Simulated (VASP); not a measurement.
# Mg3Re (P6_3/mmc) in VASP: a series of runs

The runs below take Mg3Re through single point, relaxation of cell and atoms, with PBE.

Program: VASP 6.6.1. These are calculated values, not measurements. Logs are shortened: lines on timing, memory, paths and dates and some standing lists are left out, and cuts for length are marked.

**1. The cell of the first run**

Symmetry: P6_3/mmc, No. 194, hexagonal system. The conventional cell has a = 5.889 Å, b = 5.889 Å, c = 4.799 Å, α = 90.00°, β = 90.00°, γ = 120.00°. Within 3.7 Å of Mg (site symmetry mm2) lie 8 Mg at 2.81 to 3.08 Å and 4 Re at 2.90 to 2.95 Å. Within 3.8 Å of Re (site symmetry -6m2) lie 12 Mg at 2.90 to 2.95 Å.

**2. Single point, PBE**

Contents of INCAR:

```
  ALGO = Normal
  EDIFF = 1E-7
  ENCUT = 520
  GGA = PE
  ISIF = 2
  ISMEAR = 0
  LASPH = T
  LCHARG = F
  LREAL = F
  LWAVE = F
  NBANDS = 23
  NELM = 100
  PREC = Accurate
  SIGMA = 0.1
```

Contents of KPOINTS:

```
k-points
0
Gamma
  6 6 8
```

Contents of POSCAR:

```
Mg3Re
1.0
    5.8893960662      0.0000000000      0.0000000000
   -2.9446980331      5.1003666063      0.0000000000
    0.0000000000      0.0000000000      4.7992317433
Mg Re
6 2
Direct
    0.8258575960      0.6517151919      0.2500000000
    0.1741424040      0.8258575960      0.7500000000
    0.3482848081      0.1741424040      0.2500000000
    0.1741424040      0.3482848081      0.7500000000
    0.8258575960      0.1741424040      0.2500000000
    0.6517151919      0.8258575960      0.7500000000
    0.3333333333      0.6666666667      0.2500000000
    0.6666666667      0.3333333333      0.7500000000
```

Potentials or basis: VASP PAW PBE potentials, release 64 (Mg, Re).

The run is started by

```
cat potpaw_PBE.64/Mg/POTCAR potpaw_PBE.64/Re/POTCAR > POTCAR
mpirun -np 1 vasp_std > vasp.out
```

OUTCAR:

```text
EDIFF = 1E-7
   ENCUT = 520
   GGA = PE
   ISIF = 2
   ISMEAR = 0
   LASPH = T
   LREAL = F
   NELM = 100
   PREC = Accurate

 ion  position               nearest neighbor table
   1  0.826  0.652  0.250-   3 2.81   5 2.81   8 2.90   8 2.90   7 2.95   7 2.95   2 2.99   2 2.99
                             6 2.99   6 2.99   5 3.08   3 3.08
   2  0.174  0.826  0.750-   6 2.81   4 2.81   7 2.90   7 2.90   8 2.95   8 2.95   1 2.99   1 2.99
                             3 2.99   3 2.99   6 3.08   4 3.08
   3  0.348  0.174  0.250-   5 2.81   1 2.81   8 2.90   8 2.90   7 2.95   7 2.95   2 2.99   2 2.99
                             4 2.99   4 2.99   5 3.08   1 3.08
   4  0.174  0.348  0.750-   2 2.81   6 2.81   7 2.90   7 2.90   8 2.95   8 2.95   5 2.99   5 2.99
                             3 2.99   3 2.99   2 3.08   6 3.08
   5  0.826  0.174  0.250-   3 2.81   1 2.81   8 2.90   8 2.90   7 2.95   7 2.95   4 2.99   4 2.99
                             6 2.99   6 2.99   3 3.08   1 3.08
   6  0.652  0.826  0.750-   2 2.81   4 2.81   7 2.90   7 2.90   8 2.95   8 2.95   5 2.99   5 2.99
                             1 2.99   1 2.99   2 3.08   4 3.08
   7  0.333  0.667  0.250-   2 2.90   2 2.90   6 2.90   6 2.90   4 2.90   4 2.90   1 2.95   3 2.95
                             5 2.95   5 2.95   1 2.95   3 2.95
   8  0.667  0.333  0.750-   5 2.90   5 2.90   3 2.90   3 2.90   1 2.90   1 2.90   4 2.95   6 2.95
                             2 2.95   2 2.95   4 2.95   6 2.95

  LATTYP: Found a hexagonal cell.
 ALAT       =     5.8893960662
 C/A-ratio  =     0.8148936987

  Lattice vectors:

 A1 = (   5.8893960662,   0.0000000000,   0.0000000000)
 A2 = (  -2.9446980331,   5.1003666063,   0.0000000000)
 A3 = (   0.0000000000,   0.0000000000,   4.7992317433)

Analysis of symmetry for initial positions (statically):
=====================================================================
 Subroutine PRICEL returns:
 Original cell was already a primitive cell.

 Routine SETGRP: Setting up the symmetry group for a
 hexagonal supercell.

 Subroutine GETGRP returns: Found 24 space group operations
 (whereof 12 operations were pure point group operations)
 out of a pool of 24 trial point group operations.

The static configuration has the point symmetry D_3d.
 The point group associated with its full space group is D_6h.

Analysis of symmetry for dynamics (positions and initial velocities):
=====================================================================
 Subroutine PRICEL returns:
 Original cell was already a primitive cell.

 Routine SETGRP: Setting up the symmetry group for a
 hexagonal supercell.

 Subroutine GETGRP returns: Found 24 space group operations
 (whereof 12 operations were pure point group operations)
 out of a pool of 24 trial point group operations.

The dynamic configuration has the point symmetry D_3d.
 The point group associated with its full space group is D_6h.

 Subroutine INISYM returns: Found 24 space group operations
 (whereof 12 operations are pure point group operations),
 and found     1 'primitive' translations

----------------------------------------------------------------------------------------

                                     Primitive cell

  volume of cell :     144.1597

  direct lattice vectors                    reciprocal lattice vectors
     5.889396066  0.000000000  0.000000000     0.169796697  0.098032169  0.000000000
    -2.944698033  5.100366606  0.000000000     0.000000000  0.196064338  0.000000000
     0.000000000  0.000000000  4.799231743     0.000000000  0.000000000  0.208366683

  length of vectors
     5.889396066  5.889396066  4.799231743     0.196064338  0.196064338  0.208366683

  position of ions in fractional coordinates (direct lattice)
     0.825857596  0.651715192  0.250000000
     0.174142404  0.825857596  0.750000000
     0.348284808  0.174142404  0.250000000
     0.174142404  0.348284808  0.750000000
     0.825857596  0.174142404  0.250000000
     0.651715192  0.825857596  0.750000000
     0.333333333  0.666666667  0.250000000
     0.666666667  0.333333333  0.750000000

  ion indices of the primitive-cell ions
   primitive index   ion index
                 1           1
                 2           2
                 3           3
                 4           4
                 5           5
                 6           6
                 7           7
                 8           8

----------------------------------------------------------------------------------------

 KPOINTS: k-points

Automatic generation of k-mesh.
 Grid dimensions read from file:
 generate k-points for:    6    6    8

 Generating k-lattice:

  Cartesian coordinates                     Fractional coordinates (reciprocal lattice)
     0.028299450  0.016338695  0.000000000     0.166666667  0.000000000  0.000000000
     0.000000000  0.032677390  0.000000000     0.000000000  0.166666667  0.000000000
     0.000000000  0.000000000  0.026045835     0.000000000  0.000000000  0.125000000

  Length of vectors
     0.032677390  0.032677390  0.026045835

  Shift w.r.t. Gamma in fractional coordinates (k-lattice)
     0.000000000  0.000000000  0.000000000

 Subroutine IBZKPT returns following result:
 ===========================================

 Found     35 irreducible k-points:

 Following reciprocal coordinates:
            Coordinates               Weight
  0.000000  0.000000  0.000000      1.000000
  0.166667  0.000000  0.000000      6.000000
  0.333333 -0.000000  0.000000      6.000000
  0.500000  0.000000  0.000000      3.000000
  0.166667  0.166667  0.000000      6.000000
  0.333333  0.166667  0.000000     12.000000
[... 16 lines left out ...]
  0.166667  0.000000  0.375000     12.000000
  0.333333 -0.000000  0.375000     12.000000
 [... further k-points ...]
   k-points           NKPTS =     35   k-points in BZ     NKDIM =     35   number of bands    NBANDS=     23
   number of dos      NEDOS =    301   number of ions     NIONS =      8
   total plane-waves  NPLWV =  82944
   dimension x,y,z NGX =    48 NGY =   48 NGZ =   36
   dimension x,y,z NGXF=    96 NGYF=   96 NGZF=   72
   ions per type =               6   2
   NGX,Y,Z   is equivalent  to a cutoff of  13.55, 13.55, 12.47 a.u.
   NGXF,Y,Z  is equivalent  to a cutoff of  27.10, 27.10, 24.94 a.u.
 SYSTEM =  unknown system
   PREC   = accura    normal or accurate (medium, high low for compatibility)
   ISTART =      0    job   : 0-new  1-cont  2-samecut
   ICHARG =      2    charge: 1-file 2-atom 10-const
   ISPIN  =      1    spin polarized calculation?
   LNONCOLLINEAR =      F non collinear calculations
   LSORBIT =      F    spin-orbit coupling
   LASPH  =      T    aspherical Exc in radial PAW
   ENCUT  =  520.0 eV  38.22 Ry    6.18 a.u.  10.95 10.95  8.92*2*pi/ulx,y,z
   NELM   =    100;   NELMIN=  2; NELMDL= -5     # of ELM steps
   EDIFF  = 0.1E-06   stopping-criterion for ELM
   LREAL  =      F    real-space projection
   EDIFFG = 0.1E-05   stopping-criterion for IOM
   NSW    =      0    number of steps for IOM
   IBRION =     -1    ionic relax: 0-MD 1-quasi-New 2-CG
   NFREE  =      0    steps in history (QN), initial steepest desc. (CG)
   ISIF   =      2    stress and relaxation
   ISYM   =      2    0-nonsym 1-usesym 2-fastsym
   POTIM  = 0.5000    time-step for ionic-motion
   TEBEG  =    0.0;   TEEND  =   0.0 temperature during run
   PSTRESS=    0.0 pullay stress
   NELECT =      26.0000    total number of electrons
   NUPDOWN=      -1.0000    fix difference up-down
   EMIN   =  10.00;   EMAX   =-10.00  energy-range for DOS
   EFERMI =   0.00;   METHOD = LEGACY
   ISMEAR =     0;   SIGMA  =   0.10  broadening in eV -4-tet -1-fermi 0-gaus
   EFERMI_NEDOS =   21; number of points for ismear=-14 and -15
   IALGO  =     38    algorithm
   IMIX   =      4    mixing-type and parameters
     AMIX     =   0.40;   BMIX     =  1.00
     AMIX_MAG =   1.60;   BMIX_MAG =  1.00
  volume/ion in A,a.u.               =      18.02       121.60
  Fermi-wavevector in a.u.,A,eV,Ry     =   0.924949  1.747901 11.640212  0.855531
  Thomas-Fermi vector in A             =   2.050751
   LORBIT       =      0    0 simple, 1 ext, 2 COOP (PROOUT), +10 PAW based schemes
   GGA     = PE    functional components
   LHFCALC =     F    Hartree Fock is set to
   AEXX    =    0.0000 exact exchange contribution
   IVDW    =     0    specifies the selected vdW correction
   LEPSILON=     F    determine dielectric tensor
   LRPA    =     F    only Hartree local field effects (RPA)
 non-spin polarized calculation
 Gauss-broadening in eV      SIGMA  =   0.10
  energy-cutoff  :      520.00
  volume of cell :      144.16
 maximum number of plane-waves:      3906
 NGX is ok and might be reduce to    48
   NGX = 21   NGY = 21   NGZ = 17

 number of electron      25.9999999 magnetization

 Free energy of the ion-electron system (eV)
  ---------------------------------------------------
  ext. energy  EPLUGINS =         0.00000000
  ---------------------------------------------------
  free energy    TOTEN  =       -30.51303324 eV

  energy without entropy =      -30.47755104  energy(sigma->0) =      -30.49529214

 E-fermi :   3.8132     XC(G=0): -10.0862

 val. band max:        3.7846311545   @ k =   0.3333  -0.0000   0.1250
 cond. band min:       3.8263330105   @ k =   0.3333   0.1667   0.3750
 fundamental gap:      0.0417018560
 Fermi energy:         3.8132024484

 k-point     1 :       0.0000    0.0000    0.0000
  band No.  band energies     occupation
      1      -3.7343      2.00000
      2       0.5278      2.00000
      3       1.2290      2.00000
      4       1.2290      2.00000
      5       1.3961      2.00000
      6       1.8352      2.00000
[... 15 lines left out ...]
     22       9.2655      0.00000
     23       9.2656      0.00000

 k-point     2 :       0.1667    0.0000    0.0000
  band No.  band energies     occupation
      1      -3.5590      2.00000
      2       0.0959      2.00000
      3       0.4289      2.00000
      4       1.2087      2.00000
      5       1.4897      2.00000
      6       1.9342      2.00000
[... 564 lines left out ...]
 k-point    24 :       0.3333   -0.0000    0.3750
  band No.  band energies     occupation
      1      -2.0777      2.00000
      2      -0.6386      2.00000
      3      -0.0714      2.00000
      4       0.8311      2.00000
      5       1.2527      2.00000
      6       1.3541      2.00000
[... 15 lines left out ...]
     22       9.1842      0.00000
     23       9.3398      0.00000

 [... further k-points ...]

------------------------ aborting loop because EDIFF is reached ----------------------------------------

  FORCE on cell =-STRESS in cart. coord.  units (eV):
  Direction    XX          YY          ZZ          XY          YZ          ZX
  --------------------------------------------------------------------------------------
  -------------------------------------------------------------------------------------
  Total       -0.1593422     -0.1593422     -0.1685311      0.0000000     -0.0000000      0.0000000
  in kB       -1.7709141     -1.7709141     -1.8730383      0.0000000     -0.0000000      0.0000000
  external PRESSURE =      -1.8049555 kB  Pullay stress =       0.0000000 kB

 VOLUME and BASIS-vectors are now :
 -----------------------------------------------------------------------------
  energy-cutoff  :      520.00
  volume of cell :      144.16
      direct lattice vectors                 reciprocal lattice vectors
     5.889396066  0.000000000  0.000000000     0.169796697  0.098032169  0.000000000
    -2.944698033  5.100366606  0.000000000     0.000000000  0.196064338  0.000000000
     0.000000000  0.000000000  4.799231743     0.000000000  0.000000000  0.208366683

 POSITION                                       TOTAL-FORCE (eV/Angst)
 -----------------------------------------------------------------------------------
      2.94470      3.32399      1.19981        -0.000000     -0.004034     -0.000000
     -1.40631      4.21218      3.59942         0.003493     -0.002017     -0.000000
      1.53839      0.88819      1.19981         0.003493      0.002017     -0.000000
     -0.00000      1.77638      3.59942        -0.000000      0.004034      0.000000
      4.35101      0.88819      1.19981        -0.003493      0.002017      0.000000
      1.40631      4.21218      3.59942        -0.003493     -0.002017     -0.000000
     -0.00000      3.40024      1.19981        -0.000000     -0.000000     -0.000000
      2.94470      1.70012      3.59942        -0.000000      0.000000     -0.000000
 -----------------------------------------------------------------------------------
    total drift:                               -0.000000      0.000000      0.000000

  FREE ENERGIE OF THE ION-ELECTRON SYSTEM (eV)
  ---------------------------------------------------
  free  energy   TOTEN  =       -30.5130332364 eV

  energy  without entropy=      -30.4775510381  energy(sigma->0) =      -30.49529214
```

Wall time 3.3 min (1 thread of Oxide Virtual Turin-like, shared host); peak memory 0.3 GiB.

Results:

| Property | Result |
| --- | --- |
| Free energy | -30.5130 eV |
| Pressure | -0.2 GPa |
| Largest force | 0.004 eV/Å |
| Band gap on the k mesh | zero (bands 13 and 14 overlap by 0.71 eV) |

Forces in eV/Å, atoms in the order of the input:
```
Mg   0.000 -0.004  0.000
Mg   0.003 -0.002  0.000
Mg   0.003  0.002  0.000
Mg   0.000  0.004  0.000
Mg  -0.003  0.002  0.000
Mg  -0.003 -0.002  0.000
Re   0.000  0.000  0.000
Re   0.000  0.000  0.000
```

Levels at points of the mesh, in eV from the Fermi level:
| k point | band 9 | band 10 | band 11 | band 12 | band 13 | band 14 | band 15 | band 16 | band 17 | band 18 |
| --- | --- | --- | --- | --- | --- | --- | --- | --- | --- | --- |
| (0.00, 0.00, 0.00) | -1.33 | -1.33 | -0.94 | -0.35 | -0.35 | 0.08 | 0.16 | 0.16 | 1.96 | 1.96 |
| (0.50, 0.00, 0.00) | -1.51 | -0.95 | -0.71 | -0.45 | 0.03 | 0.21 | 1.63 | 1.84 | 2.30 | 2.57 |
| (0.00, 0.00, 0.50) | -0.77 | -0.77 | -0.77 | -0.77 | -0.50 | -0.50 | 0.99 | 0.99 | 0.99 | 0.99 |
| (0.50, 0.00, 0.50) | -1.07 | -1.07 | -0.63 | -0.63 | -0.12 | -0.12 | 0.97 | 0.97 | 1.44 | 1.44 |

Caveat: spin-orbit coupling is left out, which moves the levels of the heavy elements.

(Continued in part 2 of 2.)

The gap in the log of VASP goes by the Fermi energy; the results here count the filled bands.